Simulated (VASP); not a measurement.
# SiO2 (P6_222) in VASP: relaxation of cell and atoms with r2SCAN

Aim: the relaxation of cell and atoms of SiO2 with r2SCAN.

Program: VASP 6.6.1. These are calculated values, not measurements. Logs are shortened: lines on timing, memory, paths and dates and some standing lists are left out, and cuts for length are marked.

**1. The cell of the first run**

Symmetry: P6_222, No. 180, hexagonal system. Conventional cell: a = 5.061 Å, b = 5.061 Å, c = 5.549 Å, α = 90.00°, β = 90.00°, γ = 120.00°. Within 2.1 Å of Si (site symmetry 222) lie 4 O at 1.61 Å. O (site symmetry 2) has 2 Si at 1.61 Å within 2.1 Å.

**2. Relaxation of cell and atoms, r2SCAN**

The input, POSCAR:

```
SiO2
1.0
    5.0605144926      0.0000000000      0.0000000000
   -2.5302572463      4.3825341068      0.0000000000
    0.0000000000      0.0000000000      5.5488391988
Si O
3 6
Direct
    0.5000000000      0.5000000000      0.3333333333
    0.0000000000      0.5000000000      0.6666666667
    0.5000000000      0.0000000000      0.0000000000
    0.2081757168      0.7918242832      0.8333333333
    0.4163514336      0.2081757168      0.1666666667
    0.2081757168      0.4163514336      0.5000000000
    0.7918242832      0.2081757168      0.8333333333
    0.5836485664      0.7918242832      0.1666666667
    0.7918242832      0.5836485664      0.5000000000
```

The input, INCAR.step1:

```
  PREC = Accurate
  ENCUT = 660
  ISMEAR = 0
  SIGMA = 0.02
  LREAL = False
  LASPH = True
  NELM = 120
  GGA = PE
  ALGO = Normal
  EDIFF = 1E-5
  LWAVE = True
  LCHARG = False
  GGA_COMPAT = False
  IBRION = 2
  ISIF = 3
  EDIFFG = -0.005
  NELMIN = 4
  NSW = 100
```

The input, INCAR.step2:

```
  PREC = Accurate
  ENCUT = 660
  EDIFF = 1E-7
  ISMEAR = 0
  SIGMA = 0.02
  LREAL = False
  LASPH = True
  NELM = 120
  ALGO = Normal
  ISIF = 3
  LWAVE = False
  LCHARG = False
  METAGGA = R2SCAN
  LMIXTAU = True
  IBRION = 2
  NSW = 100
  EDIFFG = -0.005
  ISTART = 1
  GGA_COMPAT = False
  NELMIN = 4
```

The input, KPOINTS:

```
regular mesh
0
Gamma
  6 6 4
```

Potentials or basis: VASP PAW PBE potentials, release 64 (Si, O).

Command:

```bash
$ cat potpaw_PBE.64/Si/POTCAR potpaw_PBE.64/O/POTCAR > POTCAR
$ cp INCAR.step1 INCAR
$ mpirun -np 1 vasp_std > vasp.out
$ cp INCAR.step2 INCAR
$ mpirun -np 1 vasp_std > vasp.out
```

OUTCAR:

```text
PREC = Accurate
   ENCUT = 660
   EDIFF = 1E-7
   ISMEAR = 0
   LREAL = False
   LASPH = True
   NELM = 120
   ISIF = 3
   METAGGA = R2SCAN
   IBRION = 2
   NSW = 100
   EDIFFG = -0.005
   ISTART = 1
   NELMIN = 4

 ion  position               nearest neighbor table
   1  0.500  0.500  0.333-   5 1.61   8 1.61   6 1.61   9 1.61   3 3.13   3 3.13   2 3.13   2 3.13

   2  0.000  0.500  0.667-   4 1.61   7 1.61   6 1.61   9 1.61   3 3.13   3 3.13   1 3.13   1 3.13

   3  0.500  0.000  0.000-   5 1.61   8 1.61   7 1.61   4 1.61   1 3.13   2 3.13   1 3.13   2 3.13

   4  0.208  0.792  0.833-   2 1.61   3 1.61
   5  0.416  0.208  0.167-   1 1.61   3 1.61
   6  0.208  0.416  0.500-   1 1.61   2 1.61
   7  0.792  0.208  0.833-   2 1.61   3 1.61
   8  0.584  0.792  0.167-   1 1.61   3 1.61
   9  0.792  0.584  0.500-   1 1.61   2 1.61

  LATTYP: Found a hexagonal cell.
 ALAT       =     5.0605144926
 C/A-ratio  =     1.0964970473

  Lattice vectors:

 A1 = (   5.0605144926,   0.0000000000,   0.0000000000)
 A2 = (  -2.5302572463,   4.3825341068,   0.0000000000)
 A3 = (   0.0000000000,   0.0000000000,   5.5488391988)

Analysis of symmetry for initial positions (statically):
=====================================================================
 Subroutine PRICEL returns:
 Original cell was already a primitive cell.

 Routine SETGRP: Setting up the symmetry group for a
 hexagonal supercell.

 Subroutine GETGRP returns: Found 12 space group operations
 (whereof  4 operations were pure point group operations)
 out of a pool of 24 trial point group operations.

The static configuration has the point symmetry D_2 .
 The point group associated with its full space group is D_6 .

Analysis of symmetry for dynamics (positions and initial velocities):
=====================================================================
 Subroutine PRICEL returns:
 Original cell was already a primitive cell.

 Routine SETGRP: Setting up the symmetry group for a
 hexagonal supercell.

 Subroutine GETGRP returns: Found 12 space group operations
 (whereof  4 operations were pure point group operations)
 out of a pool of 24 trial point group operations.

The dynamic configuration has the point symmetry D_2 .
 The point group associated with its full space group is D_6 .

 Subroutine INISYM returns: Found 12 space group operations
 (whereof  4 operations are pure point group operations),
 and found     1 'primitive' translations

----------------------------------------------------------------------------------------

                                     Primitive cell

  volume of cell :     123.0615

  direct lattice vectors                    reciprocal lattice vectors
     5.060514493  0.000000000  0.000000000     0.197608366  0.114089243  0.000000000
    -2.530257246  4.382534107  0.000000000     0.000000000  0.228178487  0.000000000
     0.000000000  0.000000000  5.548839199     0.000000000  0.000000000  0.180217873

  length of vectors
     5.060514493  5.060514493  5.548839199     0.228178487  0.228178487  0.180217873

  position of ions in fractional coordinates (direct lattice)
     0.500000000  0.500000000  0.333333333
     0.000000000  0.500000000  0.666666667
     0.500000000  0.000000000  0.000000000
     0.208175717  0.791824283  0.833333333
     0.416351434  0.208175717  0.166666667
     0.208175717  0.416351434  0.500000000
     0.791824283  0.208175717  0.833333333
     0.583648566  0.791824283  0.166666667
     0.791824283  0.583648566  0.500000000

  ion indices of the primitive-cell ions
   primitive index   ion index
                 1           1
                 2           2
                 3           3
                 4           4
                 5           5
                 6           6
                 7           7
                 8           8
                 9           9

----------------------------------------------------------------------------------------

 KPOINTS: regular mesh

Automatic generation of k-mesh.
 Grid dimensions read from file:
 generate k-points for:    6    6    4

 Generating k-lattice:

  Cartesian coordinates                     Fractional coordinates (reciprocal lattice)
     0.032934728  0.019014874  0.000000000     0.166666667  0.000000000  0.000000000
     0.000000000  0.038029748  0.000000000     0.000000000  0.166666667  0.000000000
     0.000000000  0.000000000  0.045054468     0.000000000  0.000000000  0.250000000

  Length of vectors
     0.038029748  0.038029748  0.045054468

  Shift w.r.t. Gamma in fractional coordinates (k-lattice)
     0.000000000  0.000000000  0.000000000

 Subroutine IBZKPT returns following result:
 ===========================================

 Found     21 irreducible k-points:

 Following reciprocal coordinates:
            Coordinates               Weight
  0.000000  0.000000  0.000000      1.000000
  0.166667  0.000000  0.000000      6.000000
  0.333333  0.000000  0.000000      6.000000
  0.500000  0.000000  0.000000      3.000000
  0.166667  0.166667  0.000000      6.000000
  0.333333  0.166667  0.000000     12.000000
[... 13 lines left out ...]
  0.333333  0.166667  0.500000     12.000000
  0.333333  0.333333  0.500000      2.000000
   k-points           NKPTS =     21   k-points in BZ     NKDIM =     21   number of bands    NBANDS=     29
   number of dos      NEDOS =    301   number of ions     NIONS =      9
   total plane-waves  NPLWV =  84672
   dimension x,y,z NGX =    42 NGY =   42 NGZ =   48
   dimension x,y,z NGXF=    84 NGYF=   84 NGZF=   96
   ions per type =               3   6
   NGX,Y,Z   is equivalent  to a cutoff of  13.80, 13.80, 14.38 a.u.
   NGXF,Y,Z  is equivalent  to a cutoff of  27.60, 27.60, 28.76 a.u.
 SYSTEM =  unknown system
   PREC   = accura    normal or accurate (medium, high low for compatibility)
   ISTART =      1    job   : 0-new  1-cont  2-samecut
   ICHARG =      0    charge: 1-file 2-atom 10-const
   ISPIN  =      1    spin polarized calculation?
   LNONCOLLINEAR =      F non collinear calculations
   LSORBIT =      F    spin-orbit coupling
   LASPH  =      T    aspherical Exc in radial PAW
   ENCUT  =  660.0 eV  48.51 Ry    6.96 a.u.  10.60 10.60 11.62*2*pi/ulx,y,z
   NELM   =    120;   NELMIN=  4; NELMDL=  0     # of ELM steps
   EDIFF  = 0.1E-06   stopping-criterion for ELM
   LREAL  =      F    real-space projection
   EDIFFG = -.5E-02   stopping-criterion for IOM
   NSW    =    100    number of steps for IOM
   IBRION =      2    ionic relax: 0-MD 1-quasi-New 2-CG
   NFREE  =      1    steps in history (QN), initial steepest desc. (CG)
   ISIF   =      3    stress and relaxation
   ISYM   =      2    0-nonsym 1-usesym 2-fastsym
   POTIM  = 0.5000    time-step for ionic-motion
   TEBEG  =    0.0;   TEEND  =   0.0 temperature during run
   PSTRESS=    0.0 pullay stress
   NELECT =      48.0000    total number of electrons
   NUPDOWN=      -1.0000    fix difference up-down
   EMIN   =  10.00;   EMAX   =-10.00  energy-range for DOS
   EFERMI =   0.00;   METHOD = LEGACY
   ISMEAR =     0;   SIGMA  =   0.02  broadening in eV -4-tet -1-fermi 0-gaus
   EFERMI_NEDOS =   21; number of points for ismear=-14 and -15
   IALGO  =     38    algorithm
   IMIX   =      4    mixing-type and parameters
     AMIX     =   0.40;   BMIX     =  1.00
     AMIX_MAG =   1.60;   BMIX_MAG =  1.00
  volume/ion in A,a.u.               =      13.67        92.27
  Fermi-wavevector in a.u.,A,eV,Ry     =   1.196138  2.260373 19.466475  1.430746
  Thomas-Fermi vector in A             =   2.332086
   LORBIT       =      0    0 simple, 1 ext, 2 COOP (PROOUT), +10 PAW based schemes
   METAGGA = R2SCAN    functional components
   LHFCALC =     F    Hartree Fock is set to
   AEXX    =    0.0000 exact exchange contribution
   IVDW    =     0    specifies the selected vdW correction
   LEPSILON=     F    determine dielectric tensor
   LRPA    =     F    only Hartree local field effects (RPA)
 conjugate gradient relaxation of ions
 non-spin polarized calculation
 Gauss-broadening in eV      SIGMA  =   0.02
  energy-cutoff  :      660.00
  volume of cell :      123.06
 maximum number of plane-waves:      4788
   NGX = 21   NGY = 21   NGZ = 23

--------------------------------------- Ionic step        1  -------------------------------------------

 number of electron      48.0000009 magnetization

 Free energy of the ion-electron system (eV)
  ---------------------------------------------------
  ext. energy  EPLUGINS =         0.00000000
  ---------------------------------------------------
  free energy    TOTEN  =       -89.40434722 eV

  energy without entropy =      -89.40434722  energy(sigma->0) =      -89.40434722

------------------------ aborting loop because EDIFF is reached ----------------------------------------

  FORCE on cell =-STRESS in cart. coord.  units (eV):
  Direction    XX          YY          ZZ          XY          YZ          ZX
  --------------------------------------------------------------------------------------
  -------------------------------------------------------------------------------------
  Total       -0.4007785     -0.4007785     -0.4246373      0.0000000      0.0000000      0.0000000
  in kB       -5.2178653     -5.2178653     -5.5284905      0.0000000      0.0000000      0.0000000
  external PRESSURE =      -5.3214071 kB  Pullay stress =       0.0000000 kB

 VOLUME and BASIS-vectors are now :
 -----------------------------------------------------------------------------
  energy-cutoff  :      660.00
  volume of cell :      123.06
      direct lattice vectors                 reciprocal lattice vectors
     5.060514493  0.000000000  0.000000000     0.197608366  0.114089243  0.000000000
    -2.530257246  4.382534107  0.000000000     0.000000000  0.228178487  0.000000000
     0.000000000  0.000000000  5.548839199     0.000000000  0.000000000  0.180217873
[... 173 lines left out ...]
 POSITION                                       TOTAL-FORCE (eV/Angst)
 -----------------------------------------------------------------------------------
      1.26414      2.18956      1.84785        -0.000000     -0.000000      0.000000
     -1.26414      2.18956      3.69571        -0.000000      0.000000      0.000000
      2.52829     -0.00000      0.00000        -0.000000     -0.000000     -0.000000
     -0.94833      3.46693      4.61963         0.004772     -0.002755     -0.000000
      1.57995      0.91219      0.92393         0.004772      0.002755      0.000000
      0.00000      1.82437      2.77178         0.000000      0.005510      0.000000
      3.47662      0.91219      4.61963        -0.004772      0.002755     -0.000000
      0.94833      3.46693      0.92393        -0.004772     -0.002755      0.000000
      2.52829      2.55475      2.77178        -0.000000     -0.005510     -0.000000
 -----------------------------------------------------------------------------------
    total drift:                                0.000000     -0.000000      0.000001

  FREE ENERGIE OF THE ION-ELECTRON SYSTEM (eV)
  ---------------------------------------------------
  free  energy   TOTEN  =       -89.4049789159 eV

  energy  without entropy=      -89.4049789159  energy(sigma->0) =      -89.40497892

--------------------------------------- Ionic step        6  -------------------------------------------

 number of electron      48.0000008 magnetization

 Free energy of the ion-electron system (eV)
  ---------------------------------------------------
  ext. energy  EPLUGINS =         0.00000000
  ---------------------------------------------------
  free energy    TOTEN  =       -89.40499623 eV

  energy without entropy =      -89.40499623  energy(sigma->0) =      -89.40499623

 E-fermi :   0.2049     XC(G=0):  -9.2025

 val. band max:        0.0753451623   @ k =   0.5000   0.0000   0.0000
 cond. band min:       6.3803433499   @ k =   0.0000   0.0000   0.0000
 fundamental gap:      6.3049981876
 Fermi energy:         0.2048740133

 k-point     1 :       0.0000    0.0000    0.0000
  band No.  band energies     occupation
      1     -20.3454      2.00000
      2     -18.8983      2.00000
      3     -18.8983      2.00000
      4     -18.3188      2.00000
      5     -18.2701      2.00000
      6     -18.2701      2.00000
[... 683 lines left out ...]
 POSITION                                       TOTAL-FORCE (eV/Angst)
 -----------------------------------------------------------------------------------
      1.26439      2.18998      1.84774         0.000000     -0.000000      0.000000
      3.79316      2.18998      3.69549         0.000000     -0.000000     -0.000000
      0.00000      4.37997      0.00000         0.000000     -0.000000     -0.000000
     -0.94784      3.46722      4.61936        -0.000394      0.000228      0.000000
      1.58093      0.91275      0.92387        -0.000394     -0.000228     -0.000000
      0.00000      1.82550      2.77162         0.000000     -0.000455     -0.000000
      3.47662      0.91275      4.61936         0.000394     -0.000228      0.000000
      0.94784      3.46722      0.92387         0.000394      0.000228      0.000000
      2.52878      2.55446      2.77162        -0.000000      0.000455      0.000000
 -----------------------------------------------------------------------------------
    total drift:                                0.000000     -0.000000      0.000001

  FREE ENERGIE OF THE ION-ELECTRON SYSTEM (eV)
  ---------------------------------------------------
  free  energy   TOTEN  =       -89.4049962292 eV

  energy  without entropy=      -89.4049962292  energy(sigma->0) =      -89.40499623

 reached required accuracy - stopping structural energy minimisation
```

It took 57 min on 1 thread of Oxide Virtual Turin-like, shared host; peak memory 0.31 GiB.

What came out:

| Property | Result |
| --- | --- |
| Free energy | -89.4050 eV |
| Relaxed volume | 13.64 Å³/atom |
| Relaxed cell | a = 5.058 Å, b = 5.058 Å, c = 5.543 Å, α = 90.00°, β = 90.00°, γ = 120.00° |
| Space group after relaxing (to 0.1 Å) | P6_222 (No. 180) |
| Energy gained by relaxing | 0.1 meV/atom |
| Ionic steps | 6 |
| Pressure after relaxing | 0.0 GPa |
| Band gap on the k mesh | 6.30 eV (least direct gap 6.49 eV) |

Step by step:
```tsv
step	energy change (eV)	largest force (eV/Å)	pressure (GPa)	volume (Å³)
1	0.0000	0.0383	-0.53	123.06
2	0.0008	0.0355	0.85	122.25
3	-0.0006	0.0091	0.01	122.74
4	-0.0006	0.0084	0.02	122.73
5	-0.0006	0.0055	0.01	122.75
6	-0.0006	0.0005	0.00	122.79
```

Final structure:
```
CELL_PARAMETERS angstrom
5.05755 0.00000 0.00000
-2.52878 4.37997 0.00000
0.00000 0.00000 5.54323
ATOMIC_POSITIONS crystal
Si 0.50000 0.50000 0.33333
Si 0.00000 0.50000 0.66667
Si 0.50000 0.00000 0.00000
O 0.20839 0.79161 0.83333
O 0.41678 0.20839 0.16667
O 0.20839 0.41678 0.50000
O 0.79161 0.20839 0.83333
O 0.58322 0.79161 0.16667
O 0.79161 0.58322 0.50000
```

Levels at points of the mesh, in eV from the valence-band top:
```tsv
k point	band 22	band 23	band 24	band 25	band 26	band 27
(0.00, 0.00, 0.00)	-0.46	-0.46	-0.19	6.30	9.74	9.74
(0.50, 0.00, 0.00)	-1.02	-0.35	0.00	8.42	9.28	10.39
(0.00, 0.00, 0.50)	-0.29	0.00	0.00	8.17	8.17	9.25
(0.50, 0.00, 0.50)	-0.73	-0.70	-0.34	9.53	9.90	10.01
```

Caveat: the PAW data sets were made with another functional, which shifts forces and pressure a little. A k mesh can miss the band edges.
